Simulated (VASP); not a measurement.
Set up this calculation in VASP 6.6.1, as the native input.

| Property | Result |
| --- | --- |
| Task | single point |
| Functional | revPBE |
| Dispersion | D3(BJ) |
| Potentials or basis | VASP PAW PBE potentials, release 64 (Mg, O) |
| Cutoff | 520 eV |
| k mesh | 10 × 10 × 10 |
| Occupations | gaussian, width 0.05 eV |
| Spin | no spin polarisation |
| Dipole correction | no |
| Further INCAR settings | ALGO = Normal; EDIFF = 1e-06; NBANDS = 11 |

The structure of MgO lies in POSCAR:

```
MgO
1.0
    0.0000000000      2.0843751092      2.0843751092
    2.0843751092      0.0000000000      2.0843751092
    2.0843751092      2.0843751092      0.0000000000
Mg O
1 1
Direct
    0.0000000000      0.0000000000      0.0000000000
    0.5000000000      0.5000000000      0.5000000000
```

This cell differs from its parent crystal: volume scaled by 0.98.

These files were run (other wordings do the same):

INCAR

```
SYSTEM = MgO
PREC = Accurate
ENCUT = 520
EDIFF = 1E-6
ISMEAR = 0
SIGMA = 0.05
LREAL = .False.
LASPH = .True.
NELM = 100
ALGO = Normal
ISIF = 2
LWAVE = .False.
LCHARG = .False.
GGA = RE
IVDW = 12
NBANDS = 11
```

KPOINTS

```
Automatic mesh
0
Gamma
  10 10 10
  0 0 0
```

Potentials or basis: VASP PAW PBE potentials, release 64 (Mg, O).

Launch:

```sh
$ cat potpaw_PBE.64/Mg/POTCAR potpaw_PBE.64/O/POTCAR > POTCAR
$ mpirun -np 1 vasp_std > vasp.out
```

It gave:

The pressure is 2.4 GPa. The band gap on the k mesh is 5.11 eV, direct and the dispersion energy per atom is -0.591 eV.

Caveat: the PAW data sets were made with another functional, which shifts forces and pressure a little.

Run time: 5.7 s on 1 thread of Intel Xeon 6975P-C, with other jobs on the host, peak memory 0.15 GiB.
